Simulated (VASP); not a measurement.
# ZrN (Fm-3m) in VASP: a series of runs

Runs on ZrN. Level: PBE. Tasks: electric field gradients.

Everything below comes from runs of VASP 6.6.1. Logs are shortened: lines on timing, memory, paths and dates and some standing lists are left out, and cuts for length are marked.

**1. The cell of the first run**

The structure is cubic, space group Fm-3m (No. 225). Conventional cell: a = 4.475 Å, b = 4.475 Å, c = 4.475 Å, α = 90.00°, β = 90.00°, γ = 90.00°. Within 3.0 Å of Zr (site symmetry m-3m) lie 6 N at 2.24 Å. N (site symmetry m-3m) has 6 Zr at 2.24 Å within 3.0 Å.

**2. Electric field gradients, PBE (volume scaled by 0.94)**

INCAR

```
SYSTEM = ZrN
PREC     = Accurate       ! precision mode
ENCUT    = 520            ! plane-wave cutoff, eV
EDIFF    = 1E-8           ! SCF threshold, eV
ISMEAR   = -1             ! smearing method
SIGMA    = 0.01           ! smearing width, eV
LREAL    = .FALSE.        ! projectors in reciprocal space
LASPH    = .TRUE.         ! aspherical terms in the spheres
NELM     = 120            ! most SCF steps
ALGO     = Normal         ! electronic algorithm
ISIF     = 2              ! what is computed and relaxed
LWAVE    = .FALSE.        ! write WAVECAR
LCHARG   = .FALSE.        ! write CHGCAR
GGA      = PE             ! functional
LEFG     = .TRUE.       
NBANDS   = 16             ! bands
GGA_COMPAT= .FALSE.
```

KPOINTS

```
regular mesh
0
G
  9 9 9
  0 0 0
```

POSCAR

```
ZrN
1.0
    0.0000000000      2.2375999771      2.2375999771
    2.2375999771      0.0000000000      2.2375999771
    2.2375999771      2.2375999771      0.0000000000
Zr N
1 1
Direct
    0.0000000000      0.0000000000      0.0000000000
    0.5000000000      0.5000000000      0.5000000000
```

Potentials or basis: VASP PAW PBE potentials, release 64 (Zr_sv, N).

Command:

```sh
$ cat potpaw_PBE.64/Zr_sv/POTCAR potpaw_PBE.64/N/POTCAR > POTCAR
$ mpirun -np 1 vasp_std > vasp.out
```

OUTCAR:

```text
SYSTEM = ZrN
   PREC = Accurate
   ENCUT = 520
   EDIFF = 1E-8
   ISMEAR = -1
   LREAL = .FALSE.
   LASPH = .TRUE.
   NELM = 120
   ISIF = 2
   GGA = PE

 ion  position               nearest neighbor table
   1  0.000  0.000  0.000-   2 2.24   2 2.24   2 2.24   2 2.24   2 2.24   2 2.24
   2  0.500  0.500  0.500-   1 2.24   1 2.24   1 2.24   1 2.24   1 2.24   1 2.24

  LATTYP: Found a face centered cubic cell.
 ALAT       =     4.4751999542

  Lattice vectors:

 A1 = (   0.0000000000,   2.2375999771,   2.2375999771)
 A2 = (   2.2375999771,   0.0000000000,   2.2375999771)
 A3 = (   2.2375999771,   2.2375999771,   0.0000000000)

Analysis of symmetry for initial positions (statically):
=====================================================================
 Subroutine PRICEL returns:
 Original cell was already a primitive cell.

 Routine SETGRP: Setting up the symmetry group for a
 face centered cubic supercell.

 Subroutine GETGRP returns: Found 48 space group operations
 (whereof 48 operations were pure point group operations)
 out of a pool of 48 trial point group operations.

The static configuration has the point symmetry O_h .

Analysis of symmetry for dynamics (positions and initial velocities):
=====================================================================
 Subroutine PRICEL returns:
 Original cell was already a primitive cell.

 Routine SETGRP: Setting up the symmetry group for a
 face centered cubic supercell.

 Subroutine GETGRP returns: Found 48 space group operations
 (whereof 48 operations were pure point group operations)
 out of a pool of 48 trial point group operations.

The dynamic configuration has the point symmetry O_h .

 Subroutine INISYM returns: Found 48 space group operations
 (whereof 48 operations are pure point group operations),
 and found     1 'primitive' translations

----------------------------------------------------------------------------------------

                                     Primitive cell

  volume of cell :      22.4067

  direct lattice vectors                    reciprocal lattice vectors
     0.000000000  2.237599977  2.237599977    -0.223453703  0.223453703  0.223453703
     2.237599977  0.000000000  2.237599977     0.223453703 -0.223453703  0.223453703
     2.237599977  2.237599977  0.000000000     0.223453703  0.223453703 -0.223453703

  length of vectors
     3.164444235  3.164444235  3.164444235     0.387033166  0.387033166  0.387033166

  position of ions in fractional coordinates (direct lattice)
     0.000000000  0.000000000  0.000000000
     0.500000000  0.500000000  0.500000000

  ion indices of the primitive-cell ions
   primitive index   ion index
                 1           1
                 2           2

----------------------------------------------------------------------------------------

 KPOINTS: regular mesh

Automatic generation of k-mesh.
 Grid dimensions read from file:
 generate k-points for:    9    9    9

 Generating k-lattice:

  Cartesian coordinates                     Fractional coordinates (reciprocal lattice)
    -0.024828189  0.024828189  0.024828189     0.111111111  0.000000000  0.000000000
     0.024828189 -0.024828189  0.024828189     0.000000000  0.111111111  0.000000000
     0.024828189  0.024828189 -0.024828189     0.000000000  0.000000000  0.111111111

  Length of vectors
     0.043003685  0.043003685  0.043003685

  Shift w.r.t. Gamma in fractional coordinates (k-lattice)
     0.000000000  0.000000000  0.000000000

 Subroutine IBZKPT returns following result:
 ===========================================

 Found     35 irreducible k-points:

 Following reciprocal coordinates:
            Coordinates               Weight
  0.000000  0.000000  0.000000      1.000000
  0.111111  0.000000  0.000000      8.000000
  0.222222  0.000000  0.000000      8.000000
  0.333333  0.000000  0.000000      8.000000
  0.444444  0.000000  0.000000      8.000000
  0.111111  0.111111  0.000000      6.000000
[... 16 lines left out ...]
 -0.333333  0.333333  0.000000     12.000000
  0.444444  0.444444  0.000000      6.000000
 [... further k-points ...]
   k-points           NKPTS =     35   k-points in BZ     NKDIM =     35   number of bands    NBANDS=     16
   number of dos      NEDOS =    301   number of ions     NIONS =      2
   total plane-waves  NPLWV =  13824
   dimension x,y,z NGX =    24 NGY =   24 NGZ =   24
   dimension x,y,z NGXF=    48 NGYF=   48 NGZF=   48
   ions per type =               1   1
   NGX,Y,Z   is equivalent  to a cutoff of  12.61, 12.61, 12.61 a.u.
   NGXF,Y,Z  is equivalent  to a cutoff of  25.22, 25.22, 25.22 a.u.
 SYSTEM =  ZrN
   PREC   = accura    normal or accurate (medium, high low for compatibility)
   ISTART =      0    job   : 0-new  1-cont  2-samecut
   ICHARG =      2    charge: 1-file 2-atom 10-const
   ISPIN  =      1    spin polarized calculation?
   LNONCOLLINEAR =      F non collinear calculations
   LSORBIT =      F    spin-orbit coupling
   LASPH  =      T    aspherical Exc in radial PAW
   ENCUT  =  520.0 eV  38.22 Ry    6.18 a.u.   5.88  5.88  5.88*2*pi/ulx,y,z
   NELM   =    120;   NELMIN=  2; NELMDL= -5     # of ELM steps
   EDIFF  = 0.1E-07   stopping-criterion for ELM
   LREAL  =      F    real-space projection
   EDIFFG = 0.1E-06   stopping-criterion for IOM
   NSW    =      0    number of steps for IOM
   IBRION =     -1    ionic relax: 0-MD 1-quasi-New 2-CG
   NFREE  =      0    steps in history (QN), initial steepest desc. (CG)
   ISIF   =      2    stress and relaxation
   ISYM   =      2    0-nonsym 1-usesym 2-fastsym
   POTIM  = 0.5000    time-step for ionic-motion
   TEBEG  =    0.0;   TEEND  =   0.0 temperature during run
   PSTRESS=    0.0 pullay stress
   NELECT =      17.0000    total number of electrons
   NUPDOWN=      -1.0000    fix difference up-down
   EMIN   =  10.00;   EMAX   =-10.00  energy-range for DOS
   EFERMI =   0.00;   METHOD = LEGACY
   ISMEAR =    -1;   SIGMA  =   0.01  broadening in eV -4-tet -1-fermi 0-gaus
   EFERMI_NEDOS =   21; number of points for ismear=-14 and -15
   IALGO  =     38    algorithm
   IMIX   =      4    mixing-type and parameters
     AMIX     =   0.40;   BMIX     =  1.00
     AMIX_MAG =   1.60;   BMIX_MAG =  1.00
  volume/ion in A,a.u.               =      11.20        75.60
  Fermi-wavevector in a.u.,A,eV,Ry     =   1.493134  2.821614 30.333484  2.229448
  Thomas-Fermi vector in A             =   2.605573
   LORBIT       =      0    0 simple, 1 ext, 2 COOP (PROOUT), +10 PAW based schemes
   GGA     = PE    functional components
   LHFCALC =     F    Hartree Fock is set to
   AEXX    =    0.0000 exact exchange contribution
   IVDW    =     0    specifies the selected vdW correction
   LEPSILON=     F    determine dielectric tensor
   LRPA    =     F    only Hartree local field effects (RPA)
 non-spin polarized calculation
  energy-cutoff  :      520.00
  volume of cell :       22.41
 maximum number of plane-waves:       620
   NGX = 11   NGY = 11   NGZ = 11

 number of electron      17.0000002 magnetization

 Free energy of the ion-electron system (eV)
  ---------------------------------------------------
  ext. energy  EPLUGINS =         0.00000000
  ---------------------------------------------------
  free energy    TOTEN  =       -20.24280189 eV

  energy without entropy =      -20.24178912  energy(sigma->0) =      -20.24229550

 E-fermi :  12.9017     XC(G=0): -12.8898

 val. band max:       12.8835051672   @ k =   0.1111   0.0000   0.0000
 cond. band min:      12.9088574651   @ k =   0.4444   0.2222   0.1111
 fundamental gap:      0.0253522978
 Fermi energy:        12.9016847677

 k-point     1 :       0.0000    0.0000    0.0000
  band No.  band energies     occupation
      1     -36.4680      2.00000
      2     -14.0029      2.00000
      3     -14.0029      2.00000
      4     -14.0029      2.00000
      5      -3.6493      2.00000
      6      10.1697      2.00000
[... 8 lines left out ...]
     15      22.2010      0.00000
     16      36.8194      0.00000

 k-point     2 :       0.1111    0.0000    0.0000
  band No.  band energies     occupation
      1     -36.4456      2.00000
      2     -14.2026      2.00000
      3     -14.0165      2.00000
      4     -14.0165      2.00000
      5      -3.3566      2.00000
      6       9.1956      2.00000
[... 8 lines left out ...]
     15      23.0969      0.00000
     16      34.3465      0.00000

 k-point     3 :       0.2222    0.0000    0.0000
  band No.  band energies     occupation
      1     -36.3882      2.00000
      2     -14.6746      2.00000
      3     -14.0509      2.00000
      4     -14.0509      2.00000
      5      -2.6254      2.00000
      6       7.4900      2.00000
[... 8 lines left out ...]
     15      25.0965      0.00000
     16      31.7258      0.00000

 k-point     4 :       0.3333    0.0000    0.0000
  band No.  band energies     occupation
      1     -36.3220      2.00000
      2     -15.1645      2.00000
      3     -14.0894      2.00000
      4     -14.0894      2.00000
      5      -1.7757      2.00000
      6       5.9655      2.00000
[... 8 lines left out ...]
     15      26.2608      0.00000
     16      28.4792      0.00000
[... 324 lines left out ...]
 k-point    22 :      -0.4444    0.3333    0.0000
  band No.  band energies     occupation
      1     -36.2189      2.00000
      2     -15.0722      2.00000
      3     -14.6910      2.00000
      4     -14.3512      2.00000
      5      -2.5711      2.00000
      6       7.3689      2.00000
[... 8 lines left out ...]
     15      24.7372      0.00000
     16      27.7067      0.00000

 k-point    23 :      -0.3333    0.3333    0.0000
  band No.  band energies     occupation
      1     -36.2250      2.00000
      2     -14.9888      2.00000
      3     -14.8509      2.00000
      4     -14.2646      2.00000
      5      -2.1571      2.00000
      6       6.5376      2.00000
[... 8 lines left out ...]
     15      24.9425      0.00000
     16      25.4159      0.00000

 k-point    24 :       0.4444    0.4444    0.0000
  band No.  band energies     occupation
      1     -36.2181      2.00000
      2     -15.1603      2.00000
      3     -14.4448      2.00000
      4     -14.4448      2.00000
      5      -3.1387      2.00000
      6       8.2079      2.00000
[... 8 lines left out ...]
     15      24.4373      0.00000
     16      29.5364      0.00000

 [... further k-points ...]
[... 5 lines left out ...]
  --------------------------------------------------------------------------------------
  -------------------------------------------------------------------------------------
  Total        3.3125588      3.3125588      3.3125588      0.0000000     -0.0000000      0.0000000
  in kB      236.8627893    236.8627893    236.8627893      0.0000000     -0.0000000      0.0000000
  external PRESSURE =     236.8627893 kB  Pullay stress =       0.0000000 kB

 VOLUME and BASIS-vectors are now :
 -----------------------------------------------------------------------------
  energy-cutoff  :      520.00
  volume of cell :       22.41
      direct lattice vectors                 reciprocal lattice vectors
     0.000000000  2.237599977  2.237599977    -0.223453703  0.223453703  0.223453703
     2.237599977  0.000000000  2.237599977     0.223453703 -0.223453703  0.223453703
     2.237599977  2.237599977  0.000000000     0.223453703  0.223453703 -0.223453703

 POSITION                                       TOTAL-FORCE (eV/Angst)
 -----------------------------------------------------------------------------------
      0.00000      0.00000      0.00000         0.000000     -0.000000      0.000000
      2.23760      2.23760      2.23760        -0.000000      0.000000     -0.000000
 -----------------------------------------------------------------------------------
    total drift:                                0.000000     -0.000000     -0.000000

  FREE ENERGIE OF THE ION-ELECTRON SYSTEM (eV)
  ---------------------------------------------------
  free  energy   TOTEN  =       -20.2428018851 eV

  energy  without entropy=      -20.2417891233  energy(sigma->0) =      -20.24229550

 Electric field gradients (V/A^2)
---------------------------------------------------------------------
 ion       V_xx      V_yy      V_zz      V_xy      V_xz      V_yz
---------------------------------------------------------------------
   1      -0.000    -0.000     0.000    -0.000    -0.000    -0.000
   2       0.000     0.000     0.000     0.001     0.001     0.001
---------------------------------------------------------------------

 Electric field gradients after diagonalization (V/A^2)
 (convention: |V_zz| > |V_xx| > |V_yy|)
----------------------------------------------------------------------
 ion       V_xx      V_yy      V_zz     asymmetry (V_yy - V_xx)/ V_zz
----------------------------------------------------------------------
   1       0.000     0.000    -0.000       0.000
   2      -0.001    -0.001     0.002       0.000
----------------------------------------------------------------------

           NMR quadrupolar parameters

 Cq : quadrupolar parameter    Cq=e*Q*V_zz/h
 eta: asymmetry parameters     (V_yy - V_xx)/ V_zz
 Q  : nuclear electric quadrupole moment in mb (millibarn)
----------------------------------------------------------------------
 ion       Cq(MHz)       eta       Q (mb)
----------------------------------------------------------------------
   1      -0.000       0.000       1.000
   2       0.000       0.000       1.000
----------------------------------------------------------------------
```

Run time: 6.3 s. Hardware: 1 thread of Intel Xeon 6975P-C (Granite Rapids), shared host; peak memory 0.14 GiB.

What came out:

- Free energy: -20.2428 eV
- Pressure: 23.7 GPa

Levels at points of the mesh, in eV from the Fermi level:
```tsv
k point	band 6	band 7	band 8	band 9	band 10	band 11	band 12	band 13
(0.00, 0.00, 0.00)	-2.73	-2.73	-2.73	-0.40	-0.40	-0.40	1.78	1.78
```

Caveat: without QUAD_EFG the Cq values of the log hold for a quadrupole moment of 1 mb, not for the nuclei.

**3. Electric field gradients, PBE (volume scaled by 0.96)**

INCAR

```
ALGO = Normal
EDIFF = 1E-8
ENCUT = 520
GGA = PE
GGA_COMPAT = F
ISIF = 2
ISMEAR = -1
LASPH = T
LCHARG = F
LEFG = T
LREAL = F
LWAVE = F
NBANDS = 16
NELM = 120
PREC = Accurate
SIGMA = 0.01
```

KPOINTS

```
k-points
0
Gamma
  9 9 9
```

POSCAR

```
ZrN
1.0
    0.0000000000      2.2533582426      2.2533582426
    2.2533582426      0.0000000000      2.2533582426
    2.2533582426      2.2533582426      0.0000000000
Zr N
1 1
Direct
    0.0000000000      0.0000000000      0.0000000000
    0.5000000000      0.5000000000      0.5000000000
```

Potentials or basis: VASP PAW PBE potentials, release 64 (Zr_sv, N).

Command:

```sh
$ cat potpaw_PBE.64/Zr_sv/POTCAR potpaw_PBE.64/N/POTCAR > POTCAR
$ mpirun -np 1 vasp_std > vasp.out
```

OUTCAR:

```text
EDIFF = 1E-8
   ENCUT = 520
   GGA = PE
   ISIF = 2
   ISMEAR = -1
   LASPH = T
   LREAL = F
   NELM = 120
   PREC = Accurate

 ion  position               nearest neighbor table
   1  0.000  0.000  0.000-   2 2.25   2 2.25   2 2.25   2 2.25   2 2.25   2 2.25
   2  0.500  0.500  0.500-   1 2.25   1 2.25   1 2.25   1 2.25   1 2.25   1 2.25

  LATTYP: Found a face centered cubic cell.
 ALAT       =     4.5067164852

  Lattice vectors:

 A1 = (   0.0000000000,   2.2533582426,   2.2533582426)
 A2 = (   2.2533582426,   0.0000000000,   2.2533582426)
[... 667 lines left out ...]
  ---------------------------------------------------
  free  energy   TOTEN  =       -20.3032035763 eV

  energy  without entropy=      -20.3021977174  energy(sigma->0) =      -20.30270065

 Electric field gradients (V/A^2)
---------------------------------------------------------------------
 ion       V_xx      V_yy      V_zz      V_xy      V_xz      V_yz
---------------------------------------------------------------------
   1      -0.000     0.000     0.000    -0.000    -0.000    -0.000
   2      -0.000    -0.000    -0.000     0.001     0.001     0.001
---------------------------------------------------------------------

 Electric field gradients after diagonalization (V/A^2)
 (convention: |V_zz| > |V_xx| > |V_yy|)
----------------------------------------------------------------------
 ion       V_xx      V_yy      V_zz     asymmetry (V_yy - V_xx)/ V_zz
----------------------------------------------------------------------
   1       0.000     0.000    -0.000       0.000
   2      -0.001    -0.001     0.002       0.000
----------------------------------------------------------------------

           NMR quadrupolar parameters

 Cq : quadrupolar parameter    Cq=e*Q*V_zz/h
 eta: asymmetry parameters     (V_yy - V_xx)/ V_zz
 Q  : nuclear electric quadrupole moment in mb (millibarn)
----------------------------------------------------------------------
 ion       Cq(MHz)       eta       Q (mb)
----------------------------------------------------------------------
   1      -0.000       0.000       1.000
   2       0.000       0.000       1.000
----------------------------------------------------------------------
```

OSZICAR:

```text
N       E                     dE             d eps       ncg     rms          rms(c)
DAV:   1     0.114623509161E+03    0.11462E+03   -0.91980E+03  1120   0.106E+03
DAV:   2    -0.194890661052E+02   -0.13411E+03   -0.12562E+03  1424   0.302E+02
DAV:   3    -0.237018997688E+02   -0.42128E+01   -0.41817E+01  1576   0.501E+01
DAV:   4    -0.237590071951E+02   -0.57107E-01   -0.57095E-01  1432   0.499E+00
DAV:   5    -0.237596530456E+02   -0.64585E-03   -0.64585E-03  1536   0.427E-01    0.242E+01
DAV:   6    -0.204221342280E+02    0.33375E+01   -0.70183E+00  1264   0.257E+01    0.934E+00
DAV:   7    -0.203265328776E+02    0.95601E-01   -0.51164E-01  1336   0.644E+00    0.760E+00
DAV:   8    -0.203165629887E+02    0.99699E-02   -0.19664E-01  1520   0.405E+00    0.419E+00
DAV:   9    -0.203030474892E+02    0.13515E-01   -0.39534E-02  1296   0.188E+00    0.951E-01
DAV:  10    -0.203032176750E+02   -0.17019E-03   -0.14599E-03  1440   0.405E-01    0.805E-02
DAV:  11    -0.203032092257E+02    0.84494E-05   -0.37922E-05  1464   0.529E-02    0.865E-02
DAV:  12    -0.203032037548E+02    0.54709E-05   -0.94392E-06  1256   0.245E-02    0.139E-03
DAV:  13    -0.203032036589E+02    0.95823E-07   -0.97925E-08  1464   0.342E-03    0.168E-03
DAV:  14    -0.203032035722E+02    0.86689E-07   -0.10752E-08  1304   0.796E-04    0.242E-04
DAV:  15    -0.203032035763E+02   -0.40561E-08   -0.67503E-10   792   0.236E-04
   1 F= -.20303204E+02 E0= -.20302701E+02  d E =-.100586E-02
```

stdout:

```text
POSCAR found type information on POSCAR ZrN
 POSCAR found :  2 types and       2 ions
 scaLAPACK will be used
 LDA part: xc-table for (Slater+PW92), standard interpolation
 POSCAR, INCAR and KPOINTS ok, starting setup
 FFT: planning ... GRIDC
 FFT: planning ... GRID_SOFT
 FFT: planning ... GRID
 WAVECAR not read
 entering main loop
ion   1

ion   2
```

Run time: 6.3 s. Hardware: 1 thread of Intel Xeon 6975P-C (Granite Rapids), shared host; peak memory 0.14 GiB.

Results:

```yaml
Free_energy: -20.3032 eV
Pressure: 16.7 GPa
```

Caveat: without QUAD_EFG the Cq values of the log hold for a quadrupole moment of 1 mb, not for the nuclei.

(Continued in part 2 of 2.)
